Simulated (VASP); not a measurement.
# SnSe (P6_3mc) in VASP: settings compared

Aim: see how the results for SnSe move with the level of theory and the settings. Levels: PBEsol, r2SCAN+rVV10. Tasks: relaxation of cell and atoms.

All numbers are computed with VASP 6.6.1; they aren't measurements. Logs are shortened: lines on timing, memory, paths and dates and some standing lists are left out, and cuts for length are marked.

## Step 1: The cell of the first run

The structure is hexagonal, space group P6_3mc (No. 186). Conventional cell: a = 4.143 Å, b = 4.143 Å, c = 6.765 Å, α = 90.00°, β = 90.00°, γ = 120.00°. Within 3.3 Å of Sn (site symmetry 3m) lie 4 Se at 2.54 Å. Within 3.3 Å of Se (site symmetry 3m) lie 4 Sn at 2.54 Å.

## Step 2: Relaxation of cell and atoms, PBEsol

INCAR

```
ALGO = Normal
EDIFF = 1E-6
EDIFFG = -0.01
ENCUT = 600
GGA = PS
IBRION = 2
ISIF = 3
ISMEAR = -1
LASPH = True
LCHARG = False
LREAL = False
LWAVE = False
NELM = 80
NSW = 100
PREC = Accurate
SIGMA = 0.03
```

KPOINTS

```
k-points
0
Gamma
  6 6 4
```

POSCAR

```
SnSe
1.0
    4.1427403523      0.0000000000      0.0000000000
   -2.0713701762      3.5877183864      0.0000000000
    0.0000000000      0.0000000000      6.7650949953
Sn Se
2 2
Direct
    0.3333333333      0.6666666667      0.0000000000
    0.6666666667      0.3333333333      0.5000000000
    0.3333333333      0.6666666667      0.3750000000
    0.6666666667      0.3333333333      0.8750000000
```

Potentials or basis: VASP PAW PBE potentials, release 64 (Sn_d, Se).

Started as:

```console
$ cat potpaw_PBE.64/Sn_d/POTCAR potpaw_PBE.64/Se/POTCAR > POTCAR
$ mpirun -np 1 vasp_std > vasp.out
```

OUTCAR:

```text
EDIFF = 1E-6
   EDIFFG = -0.01
   ENCUT = 600
   GGA = PS
   IBRION = 2
   ISIF = 3
   ISMEAR = -1
   LASPH = True
   LREAL = False
   NELM = 80
   NSW = 100
   PREC = Accurate

 ion  position               nearest neighbor table
   1  0.333  0.667  0.000-   4 2.54   4 2.54   4 2.54   3 2.54
   2  0.667  0.333  0.500-   3 2.54   3 2.54   3 2.54   4 2.54
   3  0.333  0.667  0.375-   2 2.54   2 2.54   2 2.54   1 2.54
   4  0.667  0.333  0.875-   1 2.54   1 2.54   1 2.54   2 2.54

  LATTYP: Found a hexagonal cell.
 ALAT       =     4.1427403523
 C/A-ratio  =     1.6330000000

  Lattice vectors:

 A1 = (   4.1427403523,   0.0000000000,   0.0000000000)
 A2 = (  -2.0713701762,   3.5877183864,   0.0000000000)
 A3 = (   0.0000000000,   0.0000000000,   6.7650949953)

Analysis of symmetry for initial positions (statically):
=====================================================================
 Subroutine PRICEL returns:
 Original cell was already a primitive cell.

 Routine SETGRP: Setting up the symmetry group for a
 hexagonal supercell.

 Subroutine GETGRP returns: Found 12 space group operations
 (whereof  6 operations were pure point group operations)
 out of a pool of 24 trial point group operations.

The static configuration has the point symmetry C_3v.
 The point group associated with its full space group is C_6v.

Analysis of symmetry for dynamics (positions and initial velocities):
=====================================================================
 Subroutine PRICEL returns:
 Original cell was already a primitive cell.

 Routine SETGRP: Setting up the symmetry group for a
 hexagonal supercell.

 Subroutine GETGRP returns: Found 12 space group operations
 (whereof  6 operations were pure point group operations)
 out of a pool of 24 trial point group operations.

The dynamic configuration has the point symmetry C_3v.
 The point group associated with its full space group is C_6v.

 Subroutine INISYM returns: Found 12 space group operations
 (whereof  6 operations are pure point group operations),
 and found     1 'primitive' translations

----------------------------------------------------------------------------------------

                                     Primitive cell

  volume of cell :     100.5495

  direct lattice vectors                    reciprocal lattice vectors
     4.142740352  0.000000000  0.000000000     0.241386115  0.139364339  0.000000000
    -2.071370176  3.587718386  0.000000000     0.000000000  0.278728677  0.000000000
     0.000000000  0.000000000  6.765094995     0.000000000  0.000000000  0.147817584

  length of vectors
     4.142740352  4.142740352  6.765094995     0.278728677  0.278728677  0.147817584

  position of ions in fractional coordinates (direct lattice)
     0.333333333  0.666666667  0.000000000
     0.666666667  0.333333333  0.500000000
     0.333333333  0.666666667  0.375000000
     0.666666667  0.333333333  0.875000000

  ion indices of the primitive-cell ions
   primitive index   ion index
                 1           1
                 2           2
                 3           3
                 4           4

----------------------------------------------------------------------------------------

 KPOINTS: k-points

Automatic generation of k-mesh.
 Grid dimensions read from file:
 generate k-points for:    6    6    4

 Generating k-lattice:

  Cartesian coordinates                     Fractional coordinates (reciprocal lattice)
     0.040231019  0.023227390  0.000000000     0.166666667  0.000000000  0.000000000
     0.000000000  0.046454780  0.000000000     0.000000000  0.166666667  0.000000000
     0.000000000  0.000000000  0.036954396     0.000000000  0.000000000  0.250000000

  Length of vectors
     0.046454780  0.046454780  0.036954396

  Shift w.r.t. Gamma in fractional coordinates (k-lattice)
     0.000000000  0.000000000  0.000000000

 Subroutine IBZKPT returns following result:
 ===========================================

 Found     21 irreducible k-points:

 Following reciprocal coordinates:
            Coordinates               Weight
  0.000000  0.000000  0.000000      1.000000
  0.166667  0.000000  0.000000      6.000000
  0.333333  0.000000  0.000000      6.000000
  0.500000  0.000000  0.000000      3.000000
  0.166667  0.166667  0.000000      6.000000
  0.333333  0.166667  0.000000     12.000000
[... 13 lines left out ...]
  0.333333  0.166667  0.500000     12.000000
  0.333333  0.333333  0.500000      2.000000
   k-points           NKPTS =     21   k-points in BZ     NKDIM =     21   number of bands    NBANDS=     24
   number of dos      NEDOS =    301   number of ions     NIONS =      4
   total plane-waves  NPLWV =  69984
   dimension x,y,z NGX =    36 NGY =   36 NGZ =   54
   dimension x,y,z NGXF=    72 NGYF=   72 NGZF=  108
   ions per type =               2   2
   NGX,Y,Z   is equivalent  to a cutoff of  14.45, 14.45, 13.27 a.u.
   NGXF,Y,Z  is equivalent  to a cutoff of  28.89, 28.89, 26.54 a.u.
 SYSTEM =  unknown system
   PREC   = accura    normal or accurate (medium, high low for compatibility)
   ISTART =      0    job   : 0-new  1-cont  2-samecut
   ICHARG =      2    charge: 1-file 2-atom 10-const
   ISPIN  =      1    spin polarized calculation?
   LNONCOLLINEAR =      F non collinear calculations
   LSORBIT =      F    spin-orbit coupling
   LASPH  =      T    aspherical Exc in radial PAW
   ENCUT  =  600.0 eV  44.10 Ry    6.64 a.u.   8.27  8.27 13.51*2*pi/ulx,y,z
   NELM   =     80;   NELMIN=  2; NELMDL= -5     # of ELM steps
   EDIFF  = 0.1E-05   stopping-criterion for ELM
   LREAL  =      F    real-space projection
   EDIFFG = -.1E-01   stopping-criterion for IOM
   NSW    =    100    number of steps for IOM
   IBRION =      2    ionic relax: 0-MD 1-quasi-New 2-CG
   NFREE  =      1    steps in history (QN), initial steepest desc. (CG)
   ISIF   =      3    stress and relaxation
   ISYM   =      2    0-nonsym 1-usesym 2-fastsym
   POTIM  = 0.5000    time-step for ionic-motion
   TEBEG  =    0.0;   TEEND  =   0.0 temperature during run
   PSTRESS=    0.0 pullay stress
   NELECT =      40.0000    total number of electrons
   NUPDOWN=      -1.0000    fix difference up-down
   EMIN   =  10.00;   EMAX   =-10.00  energy-range for DOS
   EFERMI =   0.00;   METHOD = LEGACY
   ISMEAR =    -1;   SIGMA  =   0.03  broadening in eV -4-tet -1-fermi 0-gaus
   EFERMI_NEDOS =   21; number of points for ismear=-14 and -15
   IALGO  =     38    algorithm
   IMIX   =      4    mixing-type and parameters
     AMIX     =   0.40;   BMIX     =  1.00
     AMIX_MAG =   1.60;   BMIX_MAG =  1.00
  volume/ion in A,a.u.               =      25.14       169.64
  Fermi-wavevector in a.u.,A,eV,Ry     =   1.204023  2.275274 19.723982  1.449672
  Thomas-Fermi vector in A             =   2.339760
   LORBIT       =      0    0 simple, 1 ext, 2 COOP (PROOUT), +10 PAW based schemes
   GGA     = PS    functional components
   LHFCALC =     F    Hartree Fock is set to
   AEXX    =    0.0000 exact exchange contribution
   IVDW    =     0    specifies the selected vdW correction
   LEPSILON=     F    determine dielectric tensor
   LRPA    =     F    only Hartree local field effects (RPA)
 conjugate gradient relaxation of ions
 non-spin polarized calculation
  energy-cutoff  :      600.00
  volume of cell :      100.55
 maximum number of plane-waves:      3378
 NGX is ok and might be reduce to    36
   NGX = 17   NGY = 17   NGZ = 27

--------------------------------------- Ionic step        1  -------------------------------------------

 number of electron      39.9999999 magnetization

 Free energy of the ion-electron system (eV)
  ---------------------------------------------------
  ext. energy  EPLUGINS =         0.00000000
  ---------------------------------------------------
  free energy    TOTEN  =       -14.13985945 eV

  energy without entropy =      -14.13799418  energy(sigma->0) =      -14.13892682

 E-fermi :   7.5399     XC(G=0):  -9.9289

 val. band max:        7.1486215752   @ k =   0.3333   0.3333   0.0000
 cond. band min:       7.5637586508   @ k =   0.5000   0.0000   0.5000
 fundamental gap:      0.4151370756
 Fermi energy:         7.5398790080

 k-point     1 :       0.0000    0.0000    0.0000
  band No.  band energies     occupation
      1     -15.0793      2.00000
      2     -15.0376      2.00000
      3     -15.0296      2.00000
      4     -15.0296      2.00000
      5     -15.0178      2.00000
      6     -15.0178      2.00000
[... 663 lines left out ...]
  FREE ENERGIE OF THE ION-ELECTRON SYSTEM (eV)
  ---------------------------------------------------
  free  energy   TOTEN  =       -16.8990103237 eV

  energy  without entropy=      -16.8990103154  energy(sigma->0) =      -16.89901032

[... ionic steps 4 to 23 ...]

--------------------------------------- Ionic step       24  -------------------------------------------

 number of electron      40.0000011 magnetization

------------------------ aborting loop because EDIFF is reached ----------------------------------------

  FORCE on cell =-STRESS in cart. coord.  units (eV):
  Direction    XX          YY          ZZ          XY          YZ          ZX
  --------------------------------------------------------------------------------------
  -------------------------------------------------------------------------------------
  Total        0.1053317      0.1053317     -0.0708733     -0.0000000      0.0000000      0.0000000
  in kB        1.2828870      1.2828870     -0.8632016     -0.0000000      0.0000000      0.0000000
  external PRESSURE =       0.5675242 kB  Pullay stress =       0.0000000 kB
[... 61 lines left out ...]
  energy  without entropy=      -17.3195197349  energy(sigma->0) =      -17.31952805

--------------------------------------- Ionic step       26  -------------------------------------------

 number of electron      40.0000010 magnetization

 Free energy of the ion-electron system (eV)
  ---------------------------------------------------
  ext. energy  EPLUGINS =         0.00000000
  ---------------------------------------------------
  free energy    TOTEN  =       -17.31954122 eV

  energy without entropy =      -17.31952485  energy(sigma->0) =      -17.31953304

 E-fermi :   4.4032     XC(G=0):  -8.6584

 val. band max:        4.1788160647   @ k =   0.3333   0.3333   0.5000
 cond. band min:       4.6300602275   @ k =   0.3333   0.3333   0.5000
 fundamental gap:      0.4512441628
 Fermi energy:         4.4032061197

 k-point     1 :       0.0000    0.0000    0.0000
  band No.  band energies     occupation
      1     -17.6578      2.00000
      2     -17.6425      2.00000
      3     -17.6425      2.00000
      4     -17.6423      2.00000
      5     -17.6423      2.00000
      6     -17.6333      2.00000
[... 587 lines left out ...]
  FREE ENERGIE OF THE ION-ELECTRON SYSTEM (eV)
  ---------------------------------------------------
  free  energy   TOTEN  =       -17.3195412220 eV

  energy  without entropy=      -17.3195248517  energy(sigma->0) =      -17.31953304

 reached required accuracy - stopping structural energy minimisation
```

Run time: 16 min. Hardware: 1 thread of Intel Xeon Platinum 8259CL at 2.50GHz (Skylake/Cascade Lake), shared host; peak memory 0.29 GiB.

What came out:

```
Free energy                           : -17.3195 eV
Relaxed volume                        : 32.91 Å³/atom
Relaxed cell                          : a = 5.016 Å, b = 5.016 Å, c = 6.042 Å, α = 90.00°, β = 90.00°, γ = 120.00°
Space group after relaxing (to 0.1 Å) : P6_3mc (No. 186)
Energy gained by relaxing             : 794.9 meV/atom
Ionic steps                           : 26
Pressure after relaxing               : 0.0 GPa
Largest force after relaxing          : 0.009 eV/Å
Band gap on the k mesh                : 0.45 eV
```

Forces on the atoms (eV/Å):
```
Sn   0.000  0.000 -0.009
Sn   0.000  0.000 -0.009
Se   0.000  0.000  0.009
Se   0.000  0.000  0.009
```

The path:
```csv
step,energy change (eV),largest force (eV/Å),pressure (GPa),volume (Å³)
1,0.0000,0.1033,26.45,100.55
2,-2.3135,0.0011,-4.35,173.83
3,-2.7592,0.0442,0.22,144.58
4,-2.7598,0.0434,-0.07,145.79
5,-2.7653,0.0758,-0.07,145.74
6,-2.7815,0.1868,-0.03,145.54
7,-2.8054,0.4740,0.17,144.90
8,-2.7077,1.4355,1.39,142.67
9,-2.8031,0.5640,0.26,144.73
10,-2.8047,0.5698,0.25,144.75
11,-2.8092,0.5892,0.24,144.78
12,-2.8179,0.6301,0.19,144.85
13,-2.8329,0.7180,0.12,144.93
14,-2.8464,0.9191,0.07,144.89
15,-2.8622,0.8977,-0.07,144.98
16,-2.9005,0.8367,-0.45,145.22
17,-2.9239,0.7159,-1.02,145.43
18,-2.9745,0.5745,-1.19,144.52
19,-3.0815,0.2492,-1.48,141.82
20,-3.1588,0.0398,-1.24,136.50
21,-3.1607,0.0497,-1.14,135.79
22,-3.1774,0.0127,-0.23,132.49
23,-3.1785,0.0003,0.09,131.38
24,-3.1795,0.0056,0.06,131.55
25,-3.1797,0.0083,0.04,131.63
26,-3.1797,0.0091,0.03,131.65
```

Final structure:
```
Sn Se
1.0
     5.01595    0.00000    0.00000
    -2.50798    4.34394    0.00000
     0.00000    0.00000    6.04208
Sn Se
2 2
Direct
  0.33333 0.66667 0.95003
  0.66667 0.33333 0.45003
  0.33333 0.66667 0.42497
  0.66667 0.33333 0.92497
```

Levels at points of the mesh, in eV from the valence-band top:
```
           k point  band 16  band 17  band 18  band 19  band 20  band 21  band 22  band 23  band 24
(0.00, 0.00, 0.00)    -3.99    -3.99    -2.64    -2.64    -2.56     0.79     0.79     2.44     2.44
(0.50, 0.00, 0.00)    -4.63    -3.77    -3.01    -2.59    -0.98     2.01     2.77     3.11     3.45
(0.00, 0.00, 0.50)    -3.36    -3.36    -3.36    -1.82    -1.82     1.24     1.24     1.24     1.24
(0.50, 0.00, 0.50)    -3.93    -2.71    -2.71    -0.98    -0.98     0.65     0.65     2.51     2.51
```

Caveat: the volume moved by over 15 % at a fixed basis, so the end points are rough; the structure was generated, so it needn't be the stable form of SnSe; semilocal functionals underestimate gaps, and a narrow one can read as zero; the PAW data sets were made with another functional, which shifts forces and pressure a little; spin-orbit coupling is left out, which moves the levels of the heavy elements. A k mesh can miss the band edges.

## Step 3: Relaxation of cell and atoms, r2SCAN+rVV10

This run uses another cell than the first one, of 32.88 Å³/atom.

POSCAR

```
SnSe
1.0
    5.0146121399      0.0000000000      0.0000000000
   -2.5073060700      4.3427815032      0.0000000000
    0.0000000000      0.0000000000      6.0394983717
Sn Se
2 2
Direct
    0.3333333333      0.6666666667     -0.0505133856
    0.6666666667      0.3333333333      0.4494866144
    0.3333333333      0.6666666667      0.4255133856
    0.6666666667      0.3333333333      0.9255133856
```

INCAR.step1

```
SYSTEM = SnSe
PREC     = Accurate       ! precision mode
ENCUT    = 600            ! plane-wave cutoff, eV
ISMEAR   = -1             ! smearing method
SIGMA    = 0.03           ! smearing width, eV
LREAL    = .FALSE.        ! projectors in reciprocal space
LASPH    = .TRUE.         ! aspherical terms in the spheres
NELM     = 100            ! most SCF steps
GGA      = PE             ! functional
ALGO     = Normal         ! electronic algorithm
EDIFF    = 1E-4           ! SCF threshold, eV
LWAVE    = .TRUE.         ! write WAVECAR
LCHARG   = .FALSE.        ! write CHGCAR
```

INCAR.step2

```
SYSTEM = SnSe
PREC     = Accurate       ! precision mode
ENCUT    = 600            ! plane-wave cutoff, eV
EDIFF    = 1E-7           ! SCF threshold, eV
ISMEAR   = -1             ! smearing method
SIGMA    = 0.03           ! smearing width, eV
LREAL    = .FALSE.        ! projectors in reciprocal space
LASPH    = .TRUE.         ! aspherical terms in the spheres
NELM     = 100            ! most SCF steps
ALGO     = Normal         ! electronic algorithm
ISIF     = 3              ! what is computed and relaxed
LWAVE    = .FALSE.        ! write WAVECAR
LCHARG   = .FALSE.        ! write CHGCAR
METAGGA  = R2SCAN         ! meta-GGA
LMIXTAU  = .TRUE.       
LUSE_VDW = .TRUE.       
IVDW_NL  = 2            
BPARAM   = 11.95        
CPARAM   = 0.0093       
IBRION   = 2              ! ionic algorithm
NSW      = 100            ! ionic steps
EDIFFG   = -0.01          ! ionic threshold
ISTART   = 1
```

KPOINTS

```
regular mesh
0
G
  6 6 4
  0 0 0
```

Potentials or basis: VASP PAW PBE potentials, release 64 (Sn_d, Se).

Started as:

```console
$ cat potpaw_PBE.64/Sn_d/POTCAR potpaw_PBE.64/Se/POTCAR > POTCAR
$ cp INCAR.step1 INCAR
$ mpirun -np 1 vasp_std > vasp.out
$ cp INCAR.step2 INCAR
$ mpirun -np 1 vasp_std > vasp.out
```

Wall time 71 min (1 thread of Intel Xeon Platinum 8259CL at 2.50GHz (Skylake/Cascade Lake), shared host); peak memory 0.6 GiB.

Results (log left out):

| Property | Result |
| --- | --- |
| Free energy | -78.0517 eV |
| Relaxed volume | 33.75 Å³/atom |
| Relaxed cell | a = 5.048 Å, b = 5.048 Å, c = 6.118 Å, α = 90.00°, β = 90.00°, γ = 120.00° |
| Space group after relaxing (to 0.1 Å) | P6_3mc (No. 186) |
| Energy gained by relaxing | 2.6 meV/atom |
| Ionic steps | 14 |
| Pressure after relaxing | 0.0 GPa |
| Band gap on the k mesh | 0.84 eV (least direct gap 0.86 eV) |

The path:
```
step  energy change (eV)  largest force (eV/Å)  pressure (GPa)  volume (Å³)
   1              0.0000                0.0274            0.70       131.52
   2             -0.0045                0.0546           -0.18       134.26
   3             -0.0048                0.0493           -0.01       133.72
   4             -0.0052                0.0478           -0.01       133.77
   5             -0.0064                0.0417           -0.01       133.92
   6             -0.0079                0.0215            0.02       134.22
   7             -0.0080                0.0074            0.04       134.36
   8             -0.0082                0.0060            0.04       134.40
   9             -0.0087                0.0022            0.04       134.50
  10             -0.0094                0.0071            0.03       134.71
  11             -0.0096                0.0308            0.03       135.13
  12             -0.0097                0.0216            0.03       134.98
  13             -0.0100                0.0145            0.01       134.98
  14             -0.0103                0.0017           -0.03       135.00
```

Final structure:
```yaml
crystal:
  lattice:
    - [5.04777, 0.00000, 0.00000]
    - [-2.52388, 4.37149, 0.00000]
    - [0.00000, 0.00000, 6.11777]
  atoms:
    - { symbol: Sn, position: [0.33333, 0.66667, 0.95714] }
    - { symbol: Sn, position: [0.66667, 0.33333, 0.45714] }
    - { symbol: Se, position: [0.33333, 0.66667, 0.41786] }
    - { symbol: Se, position: [0.66667, 0.33333, 0.91786] }
```

Levels at points of the mesh, in eV from the valence-band top:
```
           k point  band 16  band 17  band 18  band 19  band 20  band 21  band 22  band 23  band 24
(0.00, 0.00, 0.00)    -4.03    -4.03    -2.73    -2.73    -2.68     1.00     1.00     2.67     2.67
(0.50, 0.00, 0.00)    -4.68    -3.84    -3.09    -2.44    -0.94     2.20     2.93     3.18     3.78
(0.00, 0.00, 0.50)    -3.42    -3.42    -3.42    -1.86    -1.86     1.48     1.48     1.48     1.48
(0.50, 0.00, 0.50)    -3.99    -2.85    -2.85    -0.98    -0.98     1.03     1.03     2.75     2.75
```

Caveat: the structure was generated, so it needn't be the stable form of SnSe; the PAW data sets were made with another functional, which shifts forces and pressure a little; spin-orbit coupling is left out, which moves the levels of the heavy elements. A k mesh can miss the band edges.
